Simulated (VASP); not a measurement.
# In3As3H8 in VASP: notebook

The runs below take In3As3H8 through single point, with PBE.

All numbers are computed with VASP 6.6.1; they aren't measurements. Logs are shortened: lines on timing, memory, paths and dates and some standing lists are left out, and cuts for length are marked.

## Step 1: The cell of the first run

The cell holds a wire or tube with vacuum around it, 14 atoms: a = 16.200 Å, b = 15.800 Å, c = 4.374 Å, α = 90.00°, β = 90.00°, γ = 90.00°.

## Step 2: Single point, PBE

The input, INCAR:

```
SYSTEM = In3As3H8
PREC = Accurate ; ENCUT = 520
EDIFF = 1E-6 ; ISMEAR = 0
SIGMA = 0.05 ; LREAL = .False.
LASPH = .True. ; NELM = 100
ALGO = Normal ; ISIF = 2
LWAVE = .False. ; LCHARG = .False.
GGA = PE ; NBANDS = 44
```

The input, KPOINTS:

```
regular mesh
0
Gamma
  1 1 12
  0 0 0
```

The input, POSCAR:

```
In3As3H8
1.0
   16.2000000000      0.0000000000      0.0000000000
    0.0000000000     15.8000000000      0.0000000000
    0.0000000000      0.0000000000      4.3743937318
In As H
3 3 8
Direct
    0.5000000000      0.5529619872      0.0000000000
    0.3649878478      0.3571921472      0.5000000000
    0.6350121522      0.3571921472      0.5000000000
    0.5000000000      0.6508469072      0.5000000000
    0.6350121522      0.4550770672      0.0000000000
    0.3649878478      0.4550770672      0.0000000000
    0.4233904443      0.7063894647      0.5000000000
    0.5766095557      0.7063894647      0.5000000000
    0.4526856287      0.2936105353      0.5000000000
    0.2772900669      0.2936105353      0.5000000000
    0.7116217080      0.5106196247      0.0000000000
    0.5473143713      0.2936105353      0.5000000000
    0.7227099331      0.2936105353      0.5000000000
    0.2883782920      0.5106196247      0.0000000000
```

Potentials or basis: VASP PAW PBE potentials, release 64 (In_d, As, H).

On the command line:

```bash
$ cat potpaw_PBE.64/In_d/POTCAR potpaw_PBE.64/As/POTCAR potpaw_PBE.64/H/POTCAR > POTCAR
$ mpirun -np 1 vasp_std > vasp.out
```

OUTCAR:

```text
SYSTEM = In3As3H8
   PREC = Accurate
   ENCUT = 520
   EDIFF = 1E-6
   ISMEAR = 0
   LREAL = .False.
   LASPH = .True.
   NELM = 100
   ISIF = 2
   GGA = PE

 ion  position               nearest neighbor table
   1  0.500  0.553  0.000-   5 2.68   6 2.68   4 2.68   4 2.68
   2  0.365  0.357  0.500-   9 1.74  10 1.74   6 2.68   6 2.68
   3  0.635  0.357  0.500-  12 1.74  13 1.74   5 2.68   5 2.68
   4  0.500  0.651  0.500-   7 1.52   8 1.52   1 2.68   1 2.68
   5  0.635  0.455  0.000-  11 1.52   1 2.68   3 2.68   3 2.68
   6  0.365  0.455  0.000-  14 1.52   1 2.68   2 2.68   2 2.68
   7  0.423  0.706  0.500-   4 1.52
   8  0.577  0.706  0.500-   4 1.52
   9  0.453  0.294  0.500-   2 1.74
  10  0.277  0.294  0.500-   2 1.74
  11  0.712  0.511  0.000-   5 1.52
  12  0.547  0.294  0.500-   3 1.74
  13  0.723  0.294  0.500-   3 1.74
  14  0.288  0.511  0.000-   6 1.52

  LATTYP: Found a simple orthorhombic cell.
 ALAT       =     4.3743937318
 B/A-ratio  =     3.6119290966
 C/A-ratio  =     3.7033703396

  Lattice vectors:

 A1 = (   0.0000000000,   0.0000000000,  -4.3743937318)
 A2 = (   0.0000000000,  15.8000000000,   0.0000000000)
 A3 = (  16.2000000000,   0.0000000000,   0.0000000000)

Analysis of symmetry for initial positions (statically):
=====================================================================
 Subroutine PRICEL returns:
 Original cell was already a primitive cell.

 Routine SETGRP: Setting up the symmetry group for a
 simple orthorhombic supercell.

 Subroutine GETGRP returns: Found  4 space group operations
 (whereof  4 operations were pure point group operations)
 out of a pool of  8 trial point group operations.

The static configuration has the point symmetry C_2v.

Analysis of symmetry for dynamics (positions and initial velocities):
=====================================================================
 Subroutine PRICEL returns:
 Original cell was already a primitive cell.

 Routine SETGRP: Setting up the symmetry group for a
 simple orthorhombic supercell.

 Subroutine GETGRP returns: Found  4 space group operations
 (whereof  4 operations were pure point group operations)
 out of a pool of  8 trial point group operations.

The dynamic configuration has the point symmetry C_2v.

 Subroutine INISYM returns: Found  4 space group operations
 (whereof  4 operations are pure point group operations),
 and found     1 'primitive' translations
[... 114 lines left out ...]
   EMIN   =  10.00;   EMAX   =-10.00  energy-range for DOS
   EFERMI =   0.00;   METHOD = LEGACY
   ISMEAR =     0;   SIGMA  =   0.05  broadening in eV -4-tet -1-fermi 0-gaus
   EFERMI_NEDOS =   21; number of points for ismear=-14 and -15
   IALGO  =     38    algorithm
   IMIX   =      4    mixing-type and parameters
     AMIX     =   0.40;   BMIX     =  1.00
     AMIX_MAG =   1.60;   BMIX_MAG =  1.00
  volume/ion in A,a.u.               =      79.98       539.71
  Fermi-wavevector in a.u.,A,eV,Ry     =   0.623987  1.179164  5.297558  0.389360
  Thomas-Fermi vector in A             =   1.684386
   LORBIT       =      0    0 simple, 1 ext, 2 COOP (PROOUT), +10 PAW based schemes
   GGA     = PE    functional components
   LHFCALC =     F    Hartree Fock is set to
   AEXX    =    0.0000 exact exchange contribution
   IVDW    =     0    specifies the selected vdW correction
   LEPSILON=     F    determine dielectric tensor
   LRPA    =     F    only Hartree local field effects (RPA)
 non-spin polarized calculation
 Gauss-broadening in eV      SIGMA  =   0.05
  energy-cutoff  :      520.00
  volume of cell :     1119.67
 maximum number of plane-waves:     30182
   NGX = 61   NGY = 59   NGZ = 17

 number of electron      61.9999995 magnetization

 Free energy of the ion-electron system (eV)
  ---------------------------------------------------
  ext. energy  EPLUGINS =         0.00000000
  ---------------------------------------------------
  free energy    TOTEN  =       -45.93637221 eV

  energy without entropy =      -45.93637221  energy(sigma->0) =      -45.93637221

 E-fermi :  -3.2938     XC(G=0):  -2.4372

 val. band max:       -3.5241762999   @ k =   0.0000   0.0000   0.5000
 cond. band min:      -2.1476516154   @ k =   0.0000   0.0000   0.0000
 fundamental gap:      1.3765246845
 Fermi energy:        -3.2937800053

 k-point     1 :       0.0000    0.0000    0.0000
  band No.  band energies     occupation
      1     -18.2386      2.00000
      2     -18.1744      2.00000
      3     -18.1472      2.00000
      4     -18.0732      2.00000
      5     -18.0582      2.00000
      6     -16.8604      2.00000
[... 311 lines left out ...]
     42       1.9615      0.00000
     43       1.9943      0.00000
 [bands above 43 left out]

------------------------ aborting loop because EDIFF is reached ----------------------------------------

  FORCE on cell =-STRESS in cart. coord.  units (eV):
  Direction    XX          YY          ZZ          XY          YZ          ZX
  --------------------------------------------------------------------------------------
  -------------------------------------------------------------------------------------
  Total        2.0735315      0.3711899      2.3127075      0.0000000      0.0000000      0.0000000
  in kB        2.9670937      0.5311495      3.3093395      0.0000000      0.0000000      0.0000000
  external PRESSURE =       2.2691942 kB  Pullay stress =       0.0000000 kB

 VOLUME and BASIS-vectors are now :
 -----------------------------------------------------------------------------
  energy-cutoff  :      520.00
  volume of cell :     1119.67
      direct lattice vectors                 reciprocal lattice vectors
    16.200000000  0.000000000  0.000000000     0.061728395  0.000000000  0.000000000
     0.000000000 15.800000000  0.000000000     0.000000000  0.063291139  0.000000000
     0.000000000  0.000000000  4.374393732     0.000000000  0.000000000  0.228603107

 POSITION                                       TOTAL-FORCE (eV/Angst)
 -----------------------------------------------------------------------------------
      8.10000      8.73680      0.00000        -0.000000     -0.406297      0.000000
      5.91280      5.64364      2.18720        -0.457180     -0.718371      0.000000
     10.28720      5.64364      2.18720         0.457180     -0.718371      0.000000
      8.10000     10.28338      2.18720        -0.000000     -0.595748      0.000000
     10.28720      7.19022      0.00000        -0.460155      0.050973      0.000000
      5.91280      7.19022      0.00000         0.460155      0.050973      0.000000
      6.85893     11.16095      2.18720         0.258727      0.400501      0.000000
      9.34107     11.16095      2.18720        -0.258727      0.400501      0.000000
      7.33351      4.63905      2.18720        -0.206560      0.289688      0.000000
      4.49210      4.63905      2.18720        -0.375473      0.244998      0.000000
     11.52827      8.06779      0.00000        -0.029850      0.233233      0.000000
      8.86649      4.63905      2.18720         0.206560      0.289688      0.000000
     11.70790      4.63905      2.18720         0.375473      0.244998      0.000000
      4.67173      8.06779      0.00000         0.029850      0.233233      0.000000
 -----------------------------------------------------------------------------------
    total drift:                                0.000000      0.003332     -0.000003

  FREE ENERGIE OF THE ION-ELECTRON SYSTEM (eV)
  ---------------------------------------------------
  free  energy   TOTEN  =       -45.9363722130 eV

  energy  without entropy=      -45.9363722130  energy(sigma->0) =      -45.93637221
```

stdout:

```text
POSCAR found type information on POSCAR InAsH
 POSCAR found :  3 types and      14 ions
 scaLAPACK will be used
 LDA part: xc-table for (Slater+PW92), standard interpolation
 POSCAR, INCAR and KPOINTS ok, starting setup
 FFT: planning ... GRIDC
 FFT: planning ... GRID_SOFT
 FFT: planning ... GRID
 WAVECAR not read
 entering main loop
```

It took 12 min on 1 thread of Intel Xeon 6975P-C (Granite Rapids), shared host; peak memory 1.1 GiB.

What came out:

| Quantity | Value |
| --- | --- |
| Free energy | -45.9364 eV |
| Largest force | 0.852 eV/Å |
| Band gap on the k mesh | 1.38 eV (least direct gap 1.52 eV) |

Forces on the atoms (eV/Å):
```
In   0.000 -0.406  0.000
In  -0.457 -0.718  0.000
In   0.457 -0.718  0.000
As   0.000 -0.596  0.000
As  -0.460  0.051  0.000
As   0.460  0.051  0.000
H    0.259  0.401  0.000
H   -0.259  0.401  0.000
H   -0.207  0.290  0.000
H   -0.375  0.245  0.000
H   -0.030  0.233  0.000
H    0.207  0.290  0.000
H    0.375  0.245  0.000
H    0.030  0.233  0.000
```

Caveat: spin-orbit coupling is left out, which moves the levels of the heavy elements.

## Step 3: Single point, PBE

This run uses another cell than the first one.

The input, INCAR:

```
PREC = Accurate
ENCUT = 400
EDIFF = 1E-6
ISMEAR = 0
SIGMA = 0.05
LREAL = F
LASPH = T
NELM = 120
ALGO = Normal
ISIF = 2
LWAVE = F
LCHARG = F
GGA = PE
NBANDS = 59
GGA_COMPAT = F
```

The input, KPOINTS:

```
Automatic mesh
0
Gamma
  1 1 12
```

The input, POSCAR:

```
In3As3H8
1.0
   16.2000000000      0.0000000000      0.0000000000
    0.0000000000     15.8000000000      0.0000000000
    0.0000000000      0.0000000000      4.5169321186
In As H
3 3 8
Direct
    0.5000000000      0.5257072614      0.0000000000
    0.3180596157      0.3572780031      0.5000000000
    0.6819403843      0.3572780031      0.5000000000
    0.5000000000      0.6224053522      0.5000000000
    0.6415931716      0.4460068222      0.0000000000
    0.3584068284      0.4460068222      0.0000000000
    0.4296378589      0.6860837248      0.5000000000
    0.5703621411      0.6860837248      0.5000000000
    0.3866671444      0.2733565310      0.5000000000
    0.2111032766      0.3578149456      0.5000000000
    0.6973365420      0.5238074881      0.0000000000
    0.6133328556      0.2733565310      0.5000000000
    0.7888967234      0.3578149456      0.5000000000
    0.3026634580      0.5238074881      0.0000000000
```

Potentials or basis: VASP PAW PBE potentials, release 64 (In_d, As_d, H).

On the command line:

```bash
$ cat potpaw_PBE.64/In_d/POTCAR potpaw_PBE.64/As_d/POTCAR potpaw_PBE.64/H/POTCAR > POTCAR
$ mpirun -np 1 vasp_std > vasp.out
```

Run time: 7.8 min. Hardware: 1 thread of Intel Xeon Platinum 8559C (Emerald Rapids), shared host; peak memory 0.85 GiB.

It converged, with:

| Item | Value |
| --- | --- |
| Free energy | -46.8595 eV |
| Largest force | 0.042 eV/Å |
| Band gap on the k mesh | 2.16 eV |

Forces on the atoms (eV/Å):
```
In   0.000 -0.008  0.000
In  -0.020 -0.011  0.000
In   0.020 -0.011  0.000
As   0.000  0.042  0.000
As   0.015  0.035  0.000
As  -0.015  0.035  0.000
H    0.022 -0.018  0.000
H   -0.022 -0.018  0.000
H    0.003  0.002  0.000
H    0.014  0.003  0.000
H   -0.016 -0.028  0.000
H   -0.003  0.002  0.000
H   -0.014  0.003  0.000
H    0.016 -0.028  0.000
```

Levels at points of the mesh, in eV from the valence-band top:
| k point | band 44 | band 45 | band 46 | band 47 | band 48 | band 49 |
| --- | --- | --- | --- | --- | --- | --- |
| (0.00, 0.00, 0.00) | -0.53 | -0.09 | 0.00 | 2.16 | 2.91 | 2.96 |
| (0.00, 0.00, 0.50) | -1.19 | -0.84 | -0.80 | 2.98 | 3.49 | 4.01 |

Caveat: spin-orbit coupling is left out, which moves the levels of the heavy elements.
